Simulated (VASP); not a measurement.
Runs of VASP 6.6.1 on CuAu. The structure is that of space group P4/mmm (No. 123), or close to it. The cells are those of the table. 

```tsv
level	potentials or basis	cell	k mesh	cutoff (eV)	grid for exact exchange (PRECFOCK)	share of exact exchange	screening parameter	gap on the mesh (eV)	pressure (GPa)
r2SCANh	VASP PAW PBE potentials, release 64 (Au, Cu)	a = 2.811, b = 2.811, c = 3.685 Å, 2 atoms	5 × 5 × 4	520	Normal	0.1	-	none	-0.7
HF	VASP PAW PBE potentials, release 64 (Au, Cu)	a = 2.968, b = 2.968, c = 3.962 Å, 2 atoms	5 × 5 × 4	520	Normal	1	-	none	(b)
r2SCAN	VASP PAW PBE potentials, release 64 (Au_sv_GW, Cu_sv_GW)	a = 2.775, b = 2.775, c = 3.571 Å, 2 atoms	9 × 9 × 7	900	-	-	-	none	(a)
HF	VASP PAW PBE potentials, release 64 (Au, Cu)	a = 2.811, b = 2.811, c = 3.685 Å, 2 atoms	5 × 5 × 4	520	Normal	1	-	none	19.6
HSE06	VASP PAW PBE potentials, release 64 (Au, Cu)	a = 2.811, b = 2.811, c = 3.685 Å, 2 atoms	5 × 5 × 4	520	Normal	0.25	0.2079 1/Å	none	1.9
```

Alike in all rows: task single point; no spin polarisation; smearing fermi-dirac 0.05 eV.

Problem. Fill in the values left out.

Solution. (a) 9.7; (b) -0.8.

Caveats: some runs use coarse meshes; the PAW data sets were made with another functional, which shifts forces and pressure a little; spin-orbit coupling is left out, which moves the levels of the heavy elements; the cell stands under pressure (at least some runs).

A k mesh can miss the band edges, and the runs leave out spin-orbit coupling on Au.

A gap of «none» marks levels without a gap at the run's occupations.

The runs don't all hold the same shells in valence.
